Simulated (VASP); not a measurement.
# KTaO3 (Pm-3m) in VASP: notebook, part 2 of 2

VASP 6.6.1. Earlier steps stand in the parts before.

**4. Single point, PBE (14.34 Å³/atom)**

This run uses another cell than the first one, of 14.34 Å³/atom.

The input, INCAR:

```
PREC = Accurate
ENCUT = 520
EDIFF = 1E-6
ISMEAR = 0
SIGMA = 0.02
LREAL = F
LASPH = T
NELM = 100
ALGO = Normal
ISIF = 2
LWAVE = F
LCHARG = F
GGA = PE
NBANDS = 27
```

The input, KPOINTS:

```
Automatic mesh
0
Gamma
  8 8 8
```

The input, POSCAR:

```
KTaO3
1.0
    4.1543280690      0.0000000000      0.0000000000
    0.0000000000      4.1543280690      0.0000000000
    0.0000000000      0.0000000000      4.1543280690
K Ta O
1 1 3
Direct
    0.0000000000      0.0000000000      0.0000000000
    0.5000000000      0.5000000000      0.5000000000
    0.5000000000      0.0000000000      0.5000000000
    0.5000000000      0.5000000000      0.0000000000
    0.0000000000      0.5000000000      0.5000000000
```

Potentials or basis: VASP PAW PBE potentials, release 64 (K_sv, Ta_pv, O).

On the command line:

```console
$ cat potpaw_PBE.64/K_sv/POTCAR potpaw_PBE.64/Ta_pv/POTCAR potpaw_PBE.64/O/POTCAR > POTCAR
$ mpirun -np 1 vasp_std > vasp.out
```

OUTCAR:

```text
PREC = Accurate
   ENCUT = 520
   EDIFF = 1E-6
   ISMEAR = 0
   LREAL = F
   LASPH = T
   NELM = 100
   ISIF = 2
   GGA = PE

 ion  position               nearest neighbor table
   1  0.000  0.000  0.000-   2 3.60   2 3.60   2 3.60   2 3.60   2 3.60   2 3.60   2 3.60   2 3.60

   2  0.500  0.500  0.500-   3 2.08   4 2.08   5 2.08   4 2.08   3 2.08   5 2.08   1 3.60   1 3.60
                             1 3.60   1 3.60   1 3.60   1 3.60   1 3.60   1 3.60
   3  0.500  0.000  0.500-   2 2.08   2 2.08
   4  0.500  0.500  0.000-   2 2.08   2 2.08
   5  0.000  0.500  0.500-   2 2.08   2 2.08

  LATTYP: Found a simple cubic cell.
 ALAT       =     4.1543280690

  Lattice vectors:

 A1 = (   4.1543280690,   0.0000000000,   0.0000000000)
 A2 = (   0.0000000000,   4.1543280690,   0.0000000000)
 A3 = (   0.0000000000,   0.0000000000,   4.1543280690)

Analysis of symmetry for initial positions (statically):
=====================================================================
 Subroutine PRICEL returns:
 Original cell was already a primitive cell.

[... 170 lines left out ...]
  ext. energy  EPLUGINS =         0.00000000
  ---------------------------------------------------
  free energy    TOTEN  =       -40.77167139 eV

  energy without entropy =      -40.77167139  energy(sigma->0) =      -40.77167139

 E-fermi :   1.1526     XC(G=0): -10.2503

 val. band max:        1.0080511567   @ k =   0.5000   0.5000   0.5000
 cond. band min:       2.9016429783   @ k =   0.0000   0.0000   0.0000
 fundamental gap:      1.8935918216
 Fermi energy:         1.1525896556

 k-point     1 :       0.0000    0.0000    0.0000
  band No.  band energies     occupation
      1     -33.6666      2.00000
      2     -33.6666      2.00000
      3     -33.6666      2.00000
      4     -26.4422      2.00000
      5     -16.1072      2.00000
      6     -15.4565      2.00000
[... 709 lines left out ...]
     26      11.0029      0.00000
     27      11.3005      0.00000

 [... further k-points ...]
[... 5 lines left out ...]
  --------------------------------------------------------------------------------------
  -------------------------------------------------------------------------------------
  Total       -6.3257133     -6.3257133     -6.3257133     -0.0000000      0.0000000     -0.0000000
  in kB     -141.3571288   -141.3571288   -141.3571288     -0.0000000      0.0000000     -0.0000000
  external PRESSURE =    -141.3571288 kB  Pullay stress =       0.0000000 kB

 VOLUME and BASIS-vectors are now :
 -----------------------------------------------------------------------------
  energy-cutoff  :      520.00
  volume of cell :       71.70
      direct lattice vectors                 reciprocal lattice vectors
     4.154328069  0.000000000  0.000000000     0.240712814  0.000000000  0.000000000
     0.000000000  4.154328069  0.000000000     0.000000000  0.240712814  0.000000000
     0.000000000  0.000000000  4.154328069     0.000000000  0.000000000  0.240712814

 POSITION                                       TOTAL-FORCE (eV/Angst)
 -----------------------------------------------------------------------------------
      0.00000      0.00000      0.00000         0.000000      0.000000      0.000000
      2.07716      2.07716      2.07716         0.000000      0.000000      0.000000
      2.07716      0.00000      2.07716         0.000000      0.000000      0.000000
      2.07716      2.07716      0.00000         0.000000      0.000000      0.000000
      0.00000      2.07716      2.07716         0.000000      0.000000      0.000000
 -----------------------------------------------------------------------------------
    total drift:                                0.000000     -0.000000     -0.000000

  FREE ENERGIE OF THE ION-ELECTRON SYSTEM (eV)
  ---------------------------------------------------
  free  energy   TOTEN  =       -40.7716713921 eV

  energy  without entropy=      -40.7716713921  energy(sigma->0) =      -40.77167139
```

OSZICAR:

```text
N       E                     dE             d eps       ncg     rms          rms(c)
DAV:   1     0.312811609151E+03    0.31281E+03   -0.21066E+04  1890   0.141E+03
DAV:   2    -0.314943840453E+02   -0.34431E+03   -0.33411E+03  2275   0.389E+02
DAV:   3    -0.494384696420E+02   -0.17944E+02   -0.17867E+02  2387   0.858E+01
DAV:   4    -0.499115719892E+02   -0.47310E+00   -0.47250E+00  3220   0.117E+01
DAV:   5    -0.499144013719E+02   -0.28294E-02   -0.28289E-02  2368   0.899E-01    0.272E+01
DAV:   6    -0.411910707768E+02    0.87233E+01   -0.38171E+01  2192   0.382E+01    0.103E+01
DAV:   7    -0.408687902283E+02    0.32228E+00   -0.25311E+00  2335   0.952E+00    0.747E+00
DAV:   8    -0.408435775462E+02    0.25213E-01   -0.78966E-01  2270   0.702E+00    0.373E+00
DAV:   9    -0.407769260497E+02    0.66651E-01   -0.93469E-02  2225   0.236E+00    0.747E-01
DAV:  10    -0.407727573929E+02    0.41687E-02   -0.28825E-02  2529   0.972E-01    0.327E-01
DAV:  11    -0.407716379410E+02    0.11195E-02   -0.40017E-03  2380   0.438E-01    0.369E-02
DAV:  12    -0.407716903734E+02   -0.52432E-04   -0.32260E-04  2386   0.126E-01    0.416E-02
DAV:  13    -0.407716712450E+02    0.19128E-04   -0.15446E-04  2362   0.764E-02    0.812E-03
DAV:  14    -0.407716713921E+02   -0.14714E-06   -0.67977E-06  2414   0.198E-02
   1 F= -.40771671E+02 E0= -.40771671E+02  d E =-.147949E-26
```

stdout:

```text
POSCAR found type information on POSCAR K TaO
 POSCAR found :  3 types and       5 ions
 scaLAPACK will be used
 LDA part: xc-table for (Slater+PW92), standard interpolation
 POSCAR, INCAR and KPOINTS ok, starting setup
 FFT: planning ... GRIDC
 FFT: planning ... GRID_SOFT
 FFT: planning ... GRID
 WAVECAR not read
 entering main loop
```

It took 54 s on 1 thread of Intel Xeon 8259CL, shared host; peak memory 0.22 GiB.

What came out:

- Free energy: -40.7717 eV
- Pressure: -14.1 GPa
- Band gap on the k mesh: 1.89 eV (least direct gap 2.53 eV)

Caveat: the cell stands under tension; spin-orbit coupling is left out, which moves the levels of the heavy elements. A k mesh can miss the band edges.

**5. Relaxation of cell and atoms, PBE**

This run uses another cell than the first one, of 13.04 Å³/atom.

The input, INCAR:

```
SYSTEM = KTaO3
  PREC = Accurate
  ENCUT = 600
  EDIFF = 1E-6
  ISMEAR = 0
  SIGMA = 0.02
  LREAL = .FALSE.
  LASPH = .TRUE.
  NELM = 80
  ALGO = Normal
  ISIF = 3
  LWAVE = .FALSE.
  LCHARG = .FALSE.
  GGA = PE
  IBRION = 2
  NSW = 100
  EDIFFG = -0.01
```

The input, KPOINTS:

```
regular mesh
0
G
  8 8 8
  0 0 0
```

Edit POSCAR of step 4 so:

```diff
@@ -2,5 +2,5 @@
 1.0
-    4.1543280690      0.0000000000      0.0000000000
-    0.0000000000      4.1543280690      0.0000000000
-    0.0000000000      0.0000000000      4.1543280690
+    4.0244193478      0.0000000000      0.0000000000
+    0.0000000000      4.0244193478      0.0000000000
+    0.0000000000      0.0000000000      4.0244193478
 K Ta O
```

On the command line:

```console
$ cat potpaw_PBE.64/K_sv/POTCAR potpaw_PBE.64/Ta_pv/POTCAR potpaw_PBE.64/O/POTCAR > POTCAR
$ mpirun -np 1 vasp_std > vasp.out
```

Run time: 98 s. Hardware: 1 thread of Intel Xeon 8259CL, shared host; peak memory 0.23 GiB.

Results (log left out):

```yaml
Free_energy: -41.0757 eV
Relaxed_volume: 13.06 Å³/atom
Relaxed_cell: a = 4.027 Å, b = 4.027 Å, c = 4.027 Å, α = 90.00°, β = 90.00°, γ = 90.00°
Space_group_after_relaxing_to_0.1_Å: Pm-3m (No. 221)
Energy_gained_by_relaxing: 0.0 meV/atom
Ionic_steps: 3
Pressure_after_relaxing: 0.0 GPa
Band_gap_on_the_k_mesh: 2.11 eV (least direct gap 2.74 eV)
```

The path:
```tsv
step	energy change (eV)	largest force (eV/Å)	pressure (GPa)	volume (Å³)
1	0.0000	0.0000	0.42	65.18
2	0.0001	0.0000	-0.51	65.50
3	-0.0002	0.0000	0.01	65.32
```

Final structure:
```
K Ta O
1.0
     4.02728    0.00000    0.00000
     0.00000    4.02728    0.00000
     0.00000    0.00000    4.02728
K Ta O
1 1 3
Direct
  0.00000 0.00000 0.00000
  0.50000 0.50000 0.50000
  0.50000 0.00000 0.50000
  0.50000 0.50000 0.00000
  0.00000 0.50000 0.50000
```

Levels at points of the mesh, in eV from the valence-band top:
```
           k point  band 15  band 16  band 17  band 18  band 19  band 20  band 21  band 22  band 23
(0.00, 0.00, 0.00)    -1.01    -1.01    -0.63    -0.63    -0.63     2.11     2.11     2.11     6.40
(0.50, 0.00, 0.00)    -2.31    -2.07    -1.44    -0.85    -0.85     2.26     4.83     4.83     6.47
(0.50, 0.50, 0.00)    -2.72    -1.70    -1.40    -1.40    -0.04     4.86     4.86     6.10     7.29
(0.50, 0.50, 0.50)    -3.81    -3.81     0.00     0.00     0.00     6.21     6.21     6.21     8.83
```

Caveat: spin-orbit coupling is left out, which moves the levels of the heavy elements. A k mesh can miss the band edges.

**6. Summary**

| task | cell | cutoff (eV) | gap on the mesh (eV) | pressure (GPa) |
| --- | --- | --- | --- | --- |
| single point | a = 4.064 Å, 5 atoms | 520 | 2.05 | -4.7 |
| single point | a = 4.103 Å, 5 atoms | 520 | 1.98 | -9.2 |
| single point | a = 4.154 Å, 5 atoms | 520 | 1.89 | -14.1 |
| relaxation of cell and atoms | relaxed from a = 4.024 Å, 5 atoms | 600 | 2.11 | 0.0 |

Alike in all rows: level PBE; potentials or basis VASP PAW PBE potentials, release 64 (K_sv, Ta_pv, O); no spin polarisation; k mesh 8 × 8 × 8; smearing gaussian 0.02 eV.

Caveats: spin-orbit coupling is left out, which moves the levels of the heavy elements; the cell stands under tension (at least some runs).

Total energies depend on the potentials used, so only differences within one code and one set of settings carry meaning.
